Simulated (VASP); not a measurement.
# ZrO2 (Fm-3m) in VASP: single point with HSE06

Aim: the single point of ZrO2 with HSE06.

Program: VASP 6.6.1. These are calculated values, not measurements. Logs are shortened: lines on timing, memory, paths and dates and some standing lists are left out, and cuts for length are marked.

## 1. The cell of the first run

Symmetry: Fm-3m, No. 225, cubic system. The conventional cell has a = 4.835 Å, b = 4.835 Å, c = 4.835 Å, α = 90.00°, β = 90.00°, γ = 90.00°. Zr (site symmetry m-3m) has 8 O at 2.09 Å within 2.8 Å. O (site symmetry -43m) has 4 Zr at 2.09 Å and 6 O at 2.42 Å within 2.8 Å.

## 2. Single point, HSE06 (strain -5.0%)

Input file POSCAR:

```
ZrO2
1.0
    0.0000000000      2.4174779067      2.4174779067
    2.4174779067      0.0000000000      2.4174779067
    2.4174779067      2.4174779067      0.0000000000
Zr O
1 2
Direct
    0.0000000000      0.0000000000      0.0000000000
    0.2500000000      0.2500000000      0.2500000000
    0.7500000000      0.7500000000      0.7500000000
```

Input file INCAR.step1:

```
SYSTEM = ZrO2
  ALGO = Normal
  EDIFF = 1E-5
  ENCUT = 520
  GGA = PE
  GGA_COMPAT = .False.
  ISIF = 2
  ISMEAR = 0
  LASPH = .True.
  LCHARG = .False.
  LREAL = .False.
  LWAVE = .True.
  NBANDS = 19
  NELM = 120
  PREC = Accurate
  SIGMA = 0.01
```

Input file INCAR.step2:

```
SYSTEM = ZrO2
  ALGO = Normal
  EDIFF = 1E-6
  ENCUT = 520
  GGA = PE
  GGA_COMPAT = .False.
  HFSCREEN = 0.2079
  ISIF = 2
  ISMEAR = 0
  ISTART = 1
  LASPH = .True.
  LCHARG = .False.
  LHFCALC = .True.
  LREAL = .False.
  LWAVE = .False.
  NBANDS = 19
  NELM = 120
  PREC = Accurate
  PRECFOCK = Normal
  SIGMA = 0.01
```

Input file KPOINTS:

```
k-points
0
Gamma
  6 6 6
  0 0 0
```

Potentials or basis: VASP PAW PBE potentials, release 64 (Zr_sv, O).

The run is started by

```bash
cat potpaw_PBE.64/Zr_sv/POTCAR potpaw_PBE.64/O/POTCAR > POTCAR
cp INCAR.step1 INCAR
mpirun -np 1 vasp_std > vasp.out
cp INCAR.step2 INCAR
mpirun -np 1 vasp_std > vasp.out
```

OUTCAR:

```text
SYSTEM = ZrO2
   EDIFF = 1E-6
   ENCUT = 520
   GGA = PE
   HFSCREEN = 0.2079
   ISIF = 2
   ISMEAR = 0
   ISTART = 1
   LASPH = .True.
   LHFCALC = .True.
   LREAL = .False.
   NELM = 120
   PREC = Accurate
   PRECFOCK = Normal

 ion  position               nearest neighbor table
   1  0.000  0.000  0.000-   3 2.09   3 2.09   3 2.09   2 2.09   2 2.09   2 2.09   3 2.09   2 2.09

   2  0.250  0.250  0.250-   1 2.09   1 2.09   1 2.09   1 2.09
   3  0.750  0.750  0.750-   1 2.09   1 2.09   1 2.09   1 2.09

  LATTYP: Found a face centered cubic cell.
 ALAT       =     4.8349558134

  Lattice vectors:

 A1 = (   0.0000000000,   2.4174779067,   2.4174779067)
 A2 = (   2.4174779067,   0.0000000000,   2.4174779067)
 A3 = (   2.4174779067,   2.4174779067,   0.0000000000)

Analysis of symmetry for initial positions (statically):
=====================================================================
 Subroutine PRICEL returns:
 Original cell was already a primitive cell.

 Routine SETGRP: Setting up the symmetry group for a
 face centered cubic supercell.

 Subroutine GETGRP returns: Found 48 space group operations
 (whereof 48 operations were pure point group operations)
 out of a pool of 48 trial point group operations.

The static configuration has the point symmetry O_h .

Analysis of symmetry for dynamics (positions and initial velocities):
=====================================================================
 Subroutine PRICEL returns:
 Original cell was already a primitive cell.

 Routine SETGRP: Setting up the symmetry group for a
 face centered cubic supercell.

 Subroutine GETGRP returns: Found 48 space group operations
 (whereof 48 operations were pure point group operations)
 out of a pool of 48 trial point group operations.

The dynamic configuration has the point symmetry O_h .

 Subroutine INISYM returns: Found 48 space group operations
 (whereof 48 operations are pure point group operations),
 and found     1 'primitive' translations

----------------------------------------------------------------------------------------

                                     Primitive cell

  volume of cell :      28.2564

  direct lattice vectors                    reciprocal lattice vectors
     0.000000000  2.417477907  2.417477907    -0.206827123  0.206827123  0.206827123
[... 85 lines left out ...]
   ISIF   =      2    stress and relaxation
   ISYM   =      3    0-nonsym 1-usesym 2-fastsym
   POTIM  = 0.5000    time-step for ionic-motion
   TEBEG  =    0.0;   TEEND  =   0.0 temperature during run
   PSTRESS=    0.0 pullay stress
   NELECT =      24.0000    total number of electrons
   NUPDOWN=      -1.0000    fix difference up-down
   EMIN   =  10.00;   EMAX   =-10.00  energy-range for DOS
   EFERMI =   0.00;   METHOD = LEGACY
   ISMEAR =     0;   SIGMA  =   0.01  broadening in eV -4-tet -1-fermi 0-gaus
   EFERMI_NEDOS =   21; number of points for ismear=-14 and -15
   IALGO  =     38    algorithm
   IMIX   =      1    mixing-type and parameters
     AMIX     =   0.40;   BMIX     =  1.00
     AMIX_MAG =   1.60;   BMIX_MAG =  1.00
  volume/ion in A,a.u.               =       9.42        63.56
  Fermi-wavevector in a.u.,A,eV,Ry     =   1.550384  2.929802 32.704214  2.403692
  Thomas-Fermi vector in A             =   2.655055
   LORBIT       =      0    0 simple, 1 ext, 2 COOP (PROOUT), +10 PAW based schemes
   GGA     = PE    functional components
   LHFCALC =     T    Hartree Fock is set to
   PRECFOCK=normal    Normal, Fast or Accurate (Low or Medium for compatibility)
   ENCUT4O =  -1.0   cutoff for four orbital integrals eV
   NKREDX  =     1    reduce k-point grid by
   NKREDY  =     1    reduce k-point grid by
   NKREDZ  =     1    reduce k-point grid by
   AEXX    =    0.2500 exact exchange contribution
   HFSCREEN=    0.2079 screening length (either q_TF or 0.3 A-1)
   HFSCREENC=   0.2079 screening length for correlation (either q_TF or 0.3 A-1)
   ENCUTFOCK=  -1.0 apply spherical cutoff to Coloumb kernel
   IVDW    =     0    specifies the selected vdW correction
   LEPSILON=     F    determine dielectric tensor
   LRPA    =     F    only Hartree local field effects (RPA)
 non-spin polarized calculation
 Gauss-broadening in eV      SIGMA  =   0.01
  energy-cutoff  :      520.00
  volume of cell :       28.26
 maximum number of plane-waves:       778
 NGX is ok and might be reduce to    28
  NGX = 20; NGY = 20; NGZ = 20

 number of electron      23.9999998 magnetization

 Free energy of the ion-electron system (eV)
  ---------------------------------------------------
  ext. energy  EPLUGINS =         0.00000000
  ---------------------------------------------------
  free energy    TOTEN  =       -33.94898037 eV

  energy without entropy =      -33.94898037  energy(sigma->0) =      -33.94898037

 E-fermi :   8.0738     XC(G=0): -10.3206

 val. band max:        8.0275001310   @ k =   0.5000   0.5000   0.0000
 cond. band min:      13.4627682896   @ k =   0.0000   0.0000   0.0000
 fundamental gap:      5.4352681586
 Fermi energy:         8.0738367393

 k-point     1 :       0.0000    0.0000    0.0000
  band No.  band energies     occupation
      1     -42.1350      2.00000
      2     -18.5340      2.00000
      3     -18.5340      2.00000
      4     -18.5340      2.00000
      5     -12.6294      2.00000
      6      -9.3368      2.00000
[... 329 lines left out ...]
      6      -9.5323      2.00000
[... 11 lines left out ...]
     18      23.6315      0.00000
     19      26.9508      0.00000

------------------------ aborting loop because EDIFF is reached ----------------------------------------

  FORCE on cell =-STRESS in cart. coord.  units (eV):
  Direction    XX          YY          ZZ          XY          YZ          ZX
  --------------------------------------------------------------------------------------
  -------------------------------------------------------------------------------------
  Total        8.9962556      8.9962556      8.9962556      0.0000000     -0.0000000      0.0000000
  in kB      510.0994220    510.0994220    510.0994220      0.0000000     -0.0000000      0.0000000
  external PRESSURE =     510.0994220 kB  Pullay stress =       0.0000000 kB

 VOLUME and BASIS-vectors are now :
 -----------------------------------------------------------------------------
  energy-cutoff  :      520.00
  volume of cell :       28.26
      direct lattice vectors                 reciprocal lattice vectors
     0.000000000  2.417477907  2.417477907    -0.206827123  0.206827123  0.206827123
     2.417477907  0.000000000  2.417477907     0.206827123 -0.206827123  0.206827123
     2.417477907  2.417477907  0.000000000     0.206827123  0.206827123 -0.206827123

 POSITION                                       TOTAL-FORCE (eV/Angst)
 -----------------------------------------------------------------------------------
      0.00000      0.00000      0.00000        -0.000000     -0.000000     -0.000000
      1.20874      1.20874      1.20874        -0.000000     -0.000000     -0.000000
      3.62622      3.62622      3.62622         0.000000      0.000000      0.000000
 -----------------------------------------------------------------------------------
    total drift:                               -0.000000     -0.000000     -0.000000

  FREE ENERGIE OF THE ION-ELECTRON SYSTEM (eV)
  ---------------------------------------------------
  free  energy   TOTEN  =       -33.9489803725 eV

  energy  without entropy=      -33.9489803725  energy(sigma->0) =      -33.94898037
```

OUTCAR.step1:

```text
SYSTEM = ZrO2
   EDIFF = 1E-5
   ENCUT = 520
   GGA = PE
   ISIF = 2
   ISMEAR = 0
[... 568 lines left out ...]
      0.00000      0.00000      0.00000        -0.000000     -0.000000     -0.000000
      1.20874      1.20874      1.20874        -0.000000     -0.000000     -0.000000
      3.62622      3.62622      3.62622         0.000000      0.000000      0.000000
 -----------------------------------------------------------------------------------
    total drift:                                0.000000      0.000000      0.000000

  FREE ENERGIE OF THE ION-ELECTRON SYSTEM (eV)
  ---------------------------------------------------
  free  energy   TOTEN  =       -27.7412444275 eV

  energy  without entropy=      -27.7412444275  energy(sigma->0) =      -27.74124443
```

Wall time 39 min (1 thread of AMD EPYC 7R13 (Zen 3), shared host); peak memory 0.24 GiB.

What came out:

```yaml
Free_energy: -33.9490 eV
Pressure: 51.0 GPa
Band_gap_on_the_k_mesh: 5.44 eV (least direct gap 6.00 eV)
```

Levels at points of the mesh, in eV from the valence-band top:
```
           k point  band 9  band 10  band 11  band 12  band 13  band 14  band 15  band 16
(0.00, 0.00, 0.00)   -6.67    -0.64    -0.64    -0.64     5.44     5.44     9.37    13.49
(0.50, 0.00, 0.00)   -3.03    -2.84    -1.90    -1.90     6.34     6.34     9.44    11.17
(0.50, 0.50, 0.00)   -3.65    -1.85    -1.85     0.00     6.00     7.47     9.14    10.55
```

Caveat: the cell differs from its parent crystal (strain -5.0%); the cell stands under pressure; the PAW data sets were made with another functional, which shifts forces and pressure a little. A k mesh can miss the band edges.
